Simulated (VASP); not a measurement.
# Be4BrF2 (P4/mmm) in VASP: a series of runs, part 2 of 3

VASP 6.6.1. The steps go on from the part before.

## 3. Single point, PBE (atoms taken out)

INCAR reads:

```
SYSTEM = Be4BrF2
PREC     = Accurate       ! precision mode
ENCUT    = 520            ! plane-wave cutoff, eV
EDIFF    = 1E-6           ! SCF threshold, eV
ISMEAR   = 0              ! smearing method
SIGMA    = 0.1            ! smearing width, eV
LREAL    = .FALSE.        ! projectors in reciprocal space
LASPH    = .TRUE.         ! aspherical terms in the spheres
NELM     = 80             ! most SCF steps
ALGO     = Normal         ! electronic algorithm
ISIF     = 2              ! what is computed and relaxed
LWAVE    = .FALSE.        ! write WAVECAR
LCHARG   = .TRUE.         ! write CHGCAR
GGA      = PE             ! functional
LELF     = .TRUE.         ! ELF
LVHAR    = .TRUE.       
NBANDS   = 24             ! bands
```

KPOINTS reads:

```
regular mesh
0
G
  4 4 8
  0 0 0
```

POSCAR reads:

```
Be4BrF2
1.0
    5.6840277456      0.0000000000      0.0000000000
    0.0000000000      5.6840277456      0.0000000000
    0.0000000000      0.0000000000      2.8532309654
Be Br F
4 1 2
Direct
    0.1960164907      0.8039835093      0.0000000000
    0.1960164907      0.1960164907      0.0000000000
    0.8039835093      0.8039835093      0.0000000000
    0.8039835093      0.1960164907      0.0000000000
    0.5000000000      0.5000000000      0.5000000000
    0.5000000000      0.0000000000      0.5000000000
    0.0000000000      0.5000000000      0.5000000000
```

Potentials or basis: VASP PAW PBE potentials, release 64 (Be, Br, F).

Started as:

```console
> cat potpaw_PBE.64/Be/POTCAR potpaw_PBE.64/Br/POTCAR potpaw_PBE.64/F/POTCAR > POTCAR
> mpirun -np 1 vasp_std > vasp.out
```

OUTCAR:

```text
SYSTEM = Be4BrF2
   PREC = Accurate
   ENCUT = 520
   EDIFF = 1E-6
   ISMEAR = 0
   LREAL = .FALSE.
   LASPH = .TRUE.
   NELM = 80
   ISIF = 2
   GGA = PE

 ion  position               nearest neighbor table
   1  0.196  0.804  0.000-   2 2.23   3 2.23
   2  0.196  0.196  0.000-   1 2.23   4 2.23
   3  0.804  0.804  0.000-   1 2.23   4 2.23
   4  0.804  0.196  0.000-   2 2.23   3 2.23
   5  0.500  0.500  0.500-
   6  0.500  0.000  0.500-
   7  0.000  0.500  0.500-

  LATTYP: Found a simple tetragonal cell.
 ALAT       =     5.6840277456
 C/A-ratio  =     0.5019734409

  Lattice vectors:

 A1 = (   5.6840277456,   0.0000000000,   0.0000000000)
 A2 = (   0.0000000000,   5.6840277456,   0.0000000000)
 A3 = (   0.0000000000,   0.0000000000,   2.8532309654)

Analysis of symmetry for initial positions (statically):
=====================================================================
 Subroutine PRICEL returns:
 Original cell was already a primitive cell.

 Routine SETGRP: Setting up the symmetry group for a
 simple tetragonal supercell.

 Subroutine GETGRP returns: Found 16 space group operations
 (whereof 16 operations were pure point group operations)
 out of a pool of 16 trial point group operations.

The static configuration has the point symmetry D_4h.

Analysis of symmetry for dynamics (positions and initial velocities):
=====================================================================
 Subroutine PRICEL returns:
 Original cell was already a primitive cell.

 Routine SETGRP: Setting up the symmetry group for a
 simple tetragonal supercell.

 Subroutine GETGRP returns: Found 16 space group operations
 (whereof 16 operations were pure point group operations)
 out of a pool of 16 trial point group operations.

[... 129 lines left out ...]
     AMIX     =   0.40;   BMIX     =  1.00
     AMIX_MAG =   1.60;   BMIX_MAG =  1.00
  volume/ion in A,a.u.               =      13.17        88.87
  Fermi-wavevector in a.u.,A,eV,Ry     =   1.113417  2.104052 16.867098  1.239697
  Thomas-Fermi vector in A             =   2.250001
   LORBIT       =      0    0 simple, 1 ext, 2 COOP (PROOUT), +10 PAW based schemes
   GGA     = PE    functional components
   LHFCALC =     F    Hartree Fock is set to
   AEXX    =    0.0000 exact exchange contribution
   IVDW    =     0    specifies the selected vdW correction
   LEPSILON=     F    determine dielectric tensor
   LRPA    =     F    only Hartree local field effects (RPA)
 non-spin polarized calculation
 Gauss-broadening in eV      SIGMA  =   0.10
  energy-cutoff  :      520.00
  volume of cell :       92.18
 maximum number of plane-waves:      2520
   NGX = 21   NGY = 21   NGZ = 11

 number of electron      28.9999990 magnetization

 Free energy of the ion-electron system (eV)
  ---------------------------------------------------
  ext. energy  EPLUGINS =         0.00000000
  ---------------------------------------------------
  free energy    TOTEN  =       -18.62154597 eV

  energy without entropy =      -18.61355061  energy(sigma->0) =      -18.61754829

 E-fermi :   4.1279     XC(G=0):  -9.5477

 val. band max:        4.1160854623   @ k =   0.5000   0.0000   0.3750
 cond. band min:       4.1620371362   @ k =   0.2500   0.0000   0.5000
 fundamental gap:      0.0459516739
 Fermi energy:         4.1279035492

 k-point     1 :       0.0000    0.0000    0.0000
  band No.  band energies     occupation
      1     -19.6599      2.00000
      2     -19.6092      2.00000
      3     -13.0620      2.00000
      4      -3.7134      2.00000
      5      -3.7134      2.00000
      6      -2.1256      2.00000
[... 637 lines left out ...]
     23       7.7860      0.00000
     24       9.0479      0.00000

 [... further k-points ...]

------------------------ aborting loop because EDIFF is reached ----------------------------------------

  FORCE on cell =-STRESS in cart. coord.  units (eV):
  Direction    XX          YY          ZZ          XY          YZ          ZX
  --------------------------------------------------------------------------------------
  -------------------------------------------------------------------------------------
  Total       -0.0536906     -0.0536906     -0.0310405      0.0000000      0.0000000      0.0000000
  in kB       -0.9331674     -0.9331674     -0.5394986      0.0000000      0.0000000      0.0000000
  external PRESSURE =      -0.8019444 kB  Pullay stress =       0.0000000 kB

 VOLUME and BASIS-vectors are now :
 -----------------------------------------------------------------------------
  energy-cutoff  :      520.00
  volume of cell :       92.18
      direct lattice vectors                 reciprocal lattice vectors
     5.684027746  0.000000000  0.000000000     0.175931583  0.000000000  0.000000000
     0.000000000  5.684027746  0.000000000     0.000000000  0.175931583  0.000000000
     0.000000000  0.000000000  2.853230965     0.000000000  0.000000000  0.350479864

 POSITION                                       TOTAL-FORCE (eV/Angst)
 -----------------------------------------------------------------------------------
      1.11416      4.56986      0.00000         0.001209     -0.001209      0.000000
      1.11416      1.11416      0.00000         0.001209      0.001209     -0.000000
      4.56986      4.56986      0.00000        -0.001209     -0.001209      0.000000
      4.56986      1.11416      0.00000        -0.001209      0.001209     -0.000000
      2.84201      2.84201      1.42662         0.000000      0.000000      0.000000
      2.84201      0.00000      1.42662         0.000000      0.000000      0.000000
      0.00000      2.84201      1.42662         0.000000      0.000000      0.000000
 -----------------------------------------------------------------------------------
    total drift:                                0.000000     -0.000000      0.000000

  FREE ENERGIE OF THE ION-ELECTRON SYSTEM (eV)
  ---------------------------------------------------
  free  energy   TOTEN  =       -18.6215459680 eV

  energy  without entropy=      -18.6135506119  energy(sigma->0) =      -18.61754829
```

OSZICAR:

```text
N       E                     dE             d eps       ncg     rms          rms(c)
DAV:   1     0.134586023708E+03    0.13459E+03   -0.13055E+04  1440   0.105E+03
DAV:   2    -0.938092765759E+01   -0.14397E+03   -0.13119E+03  1872   0.216E+02
DAV:   3    -0.205360676072E+02   -0.11155E+02   -0.10983E+02  1792   0.665E+01
DAV:   4    -0.206474047092E+02   -0.11134E+00   -0.11129E+00  1600   0.739E+00
DAV:   5    -0.206485355496E+02   -0.11308E-02   -0.11307E-02  1816   0.690E-01    0.109E+01
DAV:   6    -0.188592704552E+02    0.17893E+01   -0.72641E+00  1496   0.205E+01    0.629E+00
DAV:   7    -0.186739589233E+02    0.18531E+00   -0.88791E-01  1520   0.690E+00    0.456E+00
DAV:   8    -0.186342766273E+02    0.39682E-01   -0.35699E-01  1544   0.331E+00    0.740E-01
DAV:   9    -0.186218588038E+02    0.12418E-01   -0.23006E-02  1632   0.117E+00    0.316E-01
DAV:  10    -0.186215595605E+02    0.29924E-03   -0.10945E-02  1552   0.502E-01    0.190E-01
DAV:  11    -0.186215525954E+02    0.69651E-05   -0.32078E-04  1680   0.110E-01    0.916E-02
DAV:  12    -0.186215427754E+02    0.98201E-05   -0.96306E-05  1576   0.663E-02    0.191E-02
DAV:  13    -0.186215460133E+02   -0.32380E-05   -0.18042E-05  1680   0.222E-02    0.127E-02
DAV:  14    -0.186215459680E+02    0.45283E-07   -0.53040E-07   920   0.477E-03
   1 F= -.18621546E+02 E0= -.18617548E+02  d E =-.799536E-02
```

stdout:

```text
POSCAR found type information on POSCAR BeBrF
 POSCAR found :  3 types and       7 ions
 scaLAPACK will be used
 LDA part: xc-table for (Slater+PW92), standard interpolation
 POSCAR, INCAR and KPOINTS ok, starting setup
 FFT: planning ... GRIDC
 FFT: planning ... GRID_SOFT
 FFT: planning ... GRID
 WAVECAR not read
 entering main loop
```

Run time: 24 s. Hardware: 1 thread of Intel Xeon 6975P-C (Granite Rapids), shared host; peak memory 0.22 GiB.

What came out:

```yaml
Free_energy: -18.6215 eV
Pressure: -0.1 GPa
Band_gap_on_the_k_mesh: zero (an odd number of electrons rules out a gap without spin polarisation)
```

Caveat: the cell differs from its parent crystal (atoms taken out); an odd number of electrons without spin polarisation forces a metal; a magnetic or distorted state may lie lower.

## 4. Relaxation of cell and atoms, PBE (atoms taken out)

INCAR reads:

```
PREC = Accurate
ENCUT = 600
EDIFF = 1E-6
ISMEAR = 0
SIGMA = 0.1
LREAL = False
LASPH = True
NELM = 60
ALGO = Normal
ISIF = 3
LWAVE = False
LCHARG = False
GGA = PE
IBRION = 2
NSW = 90
EDIFFG = -0.04
```

KPOINTS reads:

```
Automatic mesh
0
Gamma
  4 4 8
```

POSCAR reads:

```
Be4BrF2
1.0
    4.6303116700      0.0000000000      0.0000000000
    0.0000000000      4.6303116700      0.0000000000
    0.0000000000      0.0000000000      2.3151558400
Be Br F
4 1 2
Direct
    0.2500000000      0.7500000000      0.0000000000
    0.2500000000      0.2500000000      0.0000000000
    0.7500000000      0.7500000000      0.0000000000
    0.7500000000      0.2500000000      0.0000000000
    0.5000000000      0.5000000000      0.5000000000
    0.5000000000      0.0000000000      0.5000000000
    0.0000000000      0.5000000000      0.5000000000
```

Started as:

```console
> cat potpaw_PBE.64/Be/POTCAR potpaw_PBE.64/Br/POTCAR potpaw_PBE.64/F/POTCAR > POTCAR
> mpirun -np 1 vasp_std > vasp.out
```

Run time: 2.1 min. Hardware: 1 thread of Intel Xeon 6975P-C (Granite Rapids), shared host; peak memory 0.19 GiB.

The run converged. Its results:

| Item | Value |
| --- | --- |
| Free energy | -18.3260 eV |
| Relaxed volume | 12.51 Å³/atom |
| Relaxed cell | a = 5.590 Å, b = 5.590 Å, c = 2.802 Å, α = 90.00°, β = 90.00°, γ = 90.00° |
| Space group after relaxing (to 0.1 Å) | P4/mmm (No. 123) |
| Energy gained by relaxing | 1608.9 meV/atom |
| Ionic steps | 13 |
| Pressure after relaxing | -0.1 GPa |
| Largest force after relaxing | 0.027 eV/Å |
| Band gap on the k mesh | zero (an odd number of electrons rules out a gap without spin polarisation) |

Forces on the atoms (eV/Å):
```
Be  -0.019  0.019  0.000
Be  -0.019 -0.019  0.000
Be   0.019  0.019  0.000
Be   0.019 -0.019  0.000
Br   0.000  0.000  0.000
F    0.000  0.000  0.000
F    0.000  0.000  0.000
```

Stress tensor (GPa, compression positive):
```
-0.08  0.00  0.00
 0.00 -0.08  0.00
 0.00  0.00 -0.25
```

The path:
| step | energy change (eV) | largest force (eV/Å) | pressure (GPa) | volume (Å³) |
| --- | --- | --- | --- | --- |
| 1 | 0.0000 | 4.0952 | 127.40 | 49.64 |
| 2 | -10.2228 | 0.8015 | -12.37 | 102.03 |
| 3 | -10.7026 | 0.8682 | 1.64 | 84.78 |
| 4 | -10.7406 | 0.8551 | -1.67 | 88.01 |
| 5 | -10.7369 | 0.8593 | -0.78 | 87.10 |
| 6 | -10.8651 | 0.8023 | 0.50 | 85.99 |
| 7 | -11.0670 | 0.3048 | 5.09 | 82.73 |
| 8 | -11.1577 | 0.1606 | 3.60 | 84.25 |
| 9 | -11.2240 | 0.2364 | 1.38 | 86.76 |
| 10 | -11.2502 | 0.0998 | 0.30 | 87.53 |
| 11 | -11.2590 | 0.0273 | -0.76 | 88.32 |
| 12 | -11.2619 | 0.0266 | -0.23 | 87.82 |
| 13 | -11.2624 | 0.0275 | -0.14 | 87.57 |

Final structure:
```
Be Br F
1.0
     5.58999    0.00000    0.00000
     0.00000    5.58999    0.00000
     0.00000    0.00000    2.80242
Be Br F
4 1 2
Direct
  0.19741 0.80259 0.00000
  0.19741 0.19741 0.00000
  0.80259 0.80259 0.00000
  0.80259 0.19741 0.00000
  0.50000 0.50000 0.50000
  0.50000 0.00000 0.50000
  0.00000 0.50000 0.50000
```

Levels at points of the mesh, in eV from the Fermi level:
| k point | band 13 | band 14 | band 15 | band 16 | band 17 | band 18 |
| --- | --- | --- | --- | --- | --- | --- |
| (0.00, 0.00, 0.00) | -0.40 | -0.27 | -0.23 | 0.27 | 0.27 | 0.32 |
| (0.50, 0.00, 0.00) | -2.57 | -0.52 | -0.43 | 1.46 | 2.35 | 2.74 |
| (0.50, 0.50, 0.00) | -1.53 | -1.53 | -0.46 | 1.42 | 1.51 | 3.01 |
| (0.00, 0.00, 0.50) | -2.30 | -1.84 | -0.16 | -0.16 | 1.41 | 1.41 |
| (0.50, 0.00, 0.50) | -2.72 | -0.31 | 0.42 | 0.47 | 1.10 | 1.20 |
| (0.50, 0.50, 0.50) | -3.09 | -0.15 | 0.77 | 0.77 | 1.86 | 1.99 |

Caveat: the cell differs from its parent crystal (atoms taken out); the volume moved by over 15 % at a fixed basis, so the end points are rough; an odd number of electrons without spin polarisation forces a metal; a magnetic or distorted state may lie lower.

## 5. Single point, PBE, collinear spin (atoms taken out)

INCAR reads:

```
PREC = Accurate
ENCUT = 520
EDIFF = 1E-7
ISMEAR = 0
SIGMA = 0.1
LREAL = F
LASPH = T
NELM = 150
ALGO = Normal
ISIF = 2
LWAVE = F
LCHARG = F
ISPIN = 2
MAGMOM = 0 0 0 0 0 1 1
LORBIT = 11
GGA = PE
NBANDS = 28
```

KPOINTS is that of step 4.

POSCAR is that of step 4.

Potentials or basis: VASP PAW PBE potentials, release 64 (Be, Br, F).

Started as:

```console
> cat potpaw_PBE.64/Be/POTCAR potpaw_PBE.64/Br/POTCAR potpaw_PBE.64/F/POTCAR > POTCAR
> mpirun -np 1 vasp_std > vasp.out
```

OUTCAR:

```text
PREC = Accurate
   ENCUT = 520
   EDIFF = 1E-7
   ISMEAR = 0
   LREAL = F
   LASPH = T
   NELM = 150
   ISIF = 2
   ISPIN = 2
   LORBIT = 11
   GGA = PE

 ion  position               nearest neighbor table
   1  0.250  0.750  0.000-   5 2.00   6 2.00   7 2.00   5 2.00   6 2.00   7 2.00   2 2.32   3 2.32
                             2 2.32   3 2.32
   2  0.250  0.250  0.000-   5 2.00   6 2.00   7 2.00   5 2.00   6 2.00   7 2.00   1 2.32   4 2.32
                             1 2.32   4 2.32
   3  0.750  0.750  0.000-   5 2.00   6 2.00   7 2.00   5 2.00   6 2.00   7 2.00   1 2.32   4 2.32
                             4 2.32   1 2.32
   4  0.750  0.250  0.000-   5 2.00   6 2.00   7 2.00   5 2.00   6 2.00   7 2.00   2 2.32   3 2.32
                             3 2.32   2 2.32
   5  0.500  0.500  0.500-   1 2.00   2 2.00   3 2.00   4 2.00   1 2.00   2 2.00   3 2.00   4 2.00
                             6 2.32   7 2.32   6 2.32   7 2.32
   6  0.500  0.000  0.500-   1 2.00   2 2.00   3 2.00   4 2.00   1 2.00   2 2.00   3 2.00   4 2.00
[... 1648 lines left out ...]
      2.31516      0.00000      1.15758         0.000000     -0.000000     -0.000000
      0.00000      2.31516      1.15758         0.000000     -0.000000     -0.000000
 -----------------------------------------------------------------------------------
    total drift:                                0.000000     -0.000000      0.000000

  FREE ENERGIE OF THE ION-ELECTRON SYSTEM (eV)
  ---------------------------------------------------
  free  energy   TOTEN  =        -7.0577855635 eV

  energy  without entropy=       -7.0419198207  energy(sigma->0) =       -7.04985269

 total charge

# of ion       s       p       d       tot
------------------------------------------
    1        0.480   0.762   0.000   1.241
    2        0.480   0.762   0.000   1.241
    3        0.480   0.762   0.000   1.241
    4        0.480   0.762   0.000   1.241
    5        1.656   3.465   0.713   5.833
    6        1.788   4.366   0.000   6.154
    7        1.788   4.366   0.000   6.154
--------------------------------------------------
tot          7.149  15.243   0.713  23.105

 magnetization (x)

# of ion       s       p       d       tot
------------------------------------------
    1        0.021   0.020   0.000   0.041
    2        0.021   0.020   0.000   0.041
    3        0.021   0.020   0.000   0.041
    4        0.021   0.020   0.000   0.041
    5       -0.000   0.004   0.036   0.040
    6        0.001   0.023   0.000   0.024
    7        0.001   0.023   0.000   0.024
--------------------------------------------------
tot          0.085   0.132   0.036   0.253
```

Wall time 30 s (1 thread of Intel Xeon 6975P-C (Granite Rapids), shared host); peak memory 0.21 GiB.

What came out:

| Property | Result |
| --- | --- |
| Free energy | -7.0578 eV |
| Pressure | 127.4 GPa |
| Largest force | 4.094 eV/Å |
| Net moment | 0.31 μB per cell |
| Site moments | Be +0.04; Br +0.04; F +0.02 μB |
| Valence electrons inside the program's atomic spheres | Be 1.24; Br 5.83; F 6.15 |

Forces on the atoms (eV/Å):
```
Be  -2.895  2.895  0.000
Be  -2.895 -2.895  0.000
Be   2.895  2.895  0.000
Be   2.895 -2.895  0.000
Br   0.000  0.000  0.000
F    0.000  0.000  0.000
F    0.000  0.000  0.000
```

Stress tensor (GPa, compression positive):
```
115.06   0.00   0.00
  0.00 115.06   0.00
  0.00   0.00 152.21
```

Caveat: the cell differs from its parent crystal (atoms taken out); the stress differs along the axes, from 115 to 152 GPa; a moment this small can come from the mesh or the smearing; forces of over 1 eV/Å act on the atoms, so gaps and moduli don't describe the material at rest.

(Continued in part 3 of 3.)

The gap in the log of VASP goes by the Fermi energy; the results here count the filled bands.